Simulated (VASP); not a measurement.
Write the native input for VASP 6.6.1 that does the following.

* Task: electric field gradients
* Functional: r2SCAN
* Potentials or basis: VASP PAW PBE potentials, release 64 (Sn_d, H, P, O)
* Cutoff: 520 eV
* k mesh: 4 × 4 × 6
* Occupations: fermi-dirac, width 0.02 eV
* Spin: no spin polarisation
* Dipole correction: no
* Further INCAR settings: ALGO = Normal; EDIFF = 1e-08; NBANDS = 50

SnPHO3:

```
CELL_PARAMETERS angstrom
3.53785 -6.17340 0.00000
3.53785 6.17340 0.00000
-2.40645 0.00000 4.01611
ATOMIC_POSITIONS crystal
Sn 0.24207 0.96529 0.05843
Sn 0.96529 0.24207 0.55843
H 0.69827 0.58735 0.10317
H 0.58735 0.69827 0.60317
P 0.63439 0.36121 0.89106
P 0.36121 0.63439 0.39106
O 0.39331 0.23751 0.58074
O 0.23751 0.39331 0.08074
O 0.85714 0.43420 0.82646
O 0.43420 0.85714 0.32646
O 0.60102 0.20753 0.08327
O 0.20753 0.60102 0.58327
```

The input as run:

POSCAR

```
SnPHO3
1.0
    3.5378500000     -6.1734000000      0.0000000000
    3.5378500000      6.1734000000      0.0000000000
   -2.4064500000      0.0000000000      4.0161100000
Sn H P O
2 2 2 6
Direct
    0.2420711186      0.9652936142      0.0584336369
    0.9652936142      0.2420711186      0.5584336369
    0.6982683935      0.5873511143      0.1031729710
    0.5873511143      0.6982683935      0.6031729710
    0.6343865178      0.3612068981      0.8910576258
    0.3612068981      0.6343865178      0.3910576258
    0.3933069415      0.2375091759      0.5807358247
    0.2375091759      0.3933069415      0.0807358247
    0.8571416078      0.4342015751      0.8264618672
    0.4342015751      0.8571416078      0.3264618672
    0.6010153037      0.2075277397      0.0832680744
    0.2075277397      0.6010153037      0.5832680744
```

INCAR.step1

```
ALGO = Normal ; EDIFF = 1E-4
ENCUT = 520 ; GGA = PE
ISMEAR = -1 ; LASPH = True
LCHARG = False ; LREAL = False
LWAVE = True ; NBANDS = 50
NELM = 100 ; PREC = Accurate
SIGMA = 0.02
```

INCAR.step2

```
ALGO = Normal ; EDIFF = 1E-8
ENCUT = 520 ; ISIF = 2
ISMEAR = -1 ; ISTART = 1
LASPH = True ; LCHARG = False
LEFG = True ; LMIXTAU = True
LREAL = False ; LWAVE = False
METAGGA = R2SCAN ; NBANDS = 50
NELM = 100 ; PREC = Accurate
SIGMA = 0.02
```

KPOINTS

```
k-points
0
Gamma
  4 4 6
```

Potentials or basis: VASP PAW PBE potentials, release 64 (Sn_d, H, P, O).

Launch:

```bash
$ cat potpaw_PBE.64/Sn_d/POTCAR potpaw_PBE.64/H/POTCAR potpaw_PBE.64/P/POTCAR potpaw_PBE.64/O/POTCAR > POTCAR
$ cp INCAR.step1 INCAR
$ mpirun -np 1 vasp_std > vasp.out
$ cp INCAR.step2 INCAR
$ mpirun -np 1 vasp_std > vasp.out
```

Results of the run:

The pressure is -2.9 GPa. The largest force is 0.661 eV/Å, the band gap on the k mesh is 3.91 eV (least direct gap 4.17 eV) and the largest electric field gradient by atom is Sn -219.5; H +15.9; P -16.5; O +89.2, +93.4, +83.7 (each value once) V/Å².

Caveat: without QUAD_EFG the Cq values of the log hold for a quadrupole moment of 1 mb, not for the nuclei; the PAW data sets were made with another functional, which shifts forces and pressure a little; spin-orbit coupling is left out, which moves the levels of the heavy elements.

Run time: 25 min on 1 thread of Intel(R) Xeon(R) Platinum 8488C (Sapphire Rapids), with other jobs on the host, peak memory 0.5 GiB.
